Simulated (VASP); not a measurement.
A run of VASP 6.6.1:

INCAR

```
SYSTEM = Ir
  PREC = Accurate
  ENCUT = 500
  EDIFF = 1E-6
  ISMEAR = -1
  SIGMA = 0.1
  LREAL = .FALSE.
  LASPH = .TRUE.
  NELM = 120
  ALGO = Normal
  ISIF = 2
  LWAVE = .FALSE.
  LCHARG = .TRUE.
  GGA = B5
  ALDAX = 1.0
  AGGAX = 1.0
  AGGAC = 1.0
  ALDAC = 0.0
  LELF = .TRUE.
  LVHAR = .TRUE.
  NBANDS = 42
  GGA_COMPAT = .FALSE.
```

The input KPOINTS:

```
regular mesh
0
G
  15 15 4
  0 0 0
```

POSCAR

```
Ir
1.0
    2.8222120879      0.0000000000      0.0000000000
   -1.4111060439      2.4441073630      0.0000000000
    0.0000000000      0.0000000000      9.2221280138
Ir
4
Direct
    1.0000000000      1.0000000000      1.0000000000
    1.0000000000      1.0000000000      0.5000000000
    0.3333333333      0.6666666667      0.2500000000
    0.6666666667      0.3333333333      0.7500000000
```

Potentials or basis: VASP PAW PBE potentials, release 64 (Ir_sv_GW).

Command:

```console
$ cat potpaw_PBE.64/Ir_sv_GW/POTCAR > POTCAR
$ mpirun -np 1 vasp_std > vasp.out
```

Hardware: 1 thread of AMD EPYC 7R43 64-Core Processor (Zen 3), on a shared host.

Estimate the wall time of this run.

It took 4.9 min on 1 thread of AMD EPYC 7R43 64-Core Processor (Zen 3), with other jobs on the host, peak memory 0.25 GiB. Counts: scf iterations 15, k points 81.
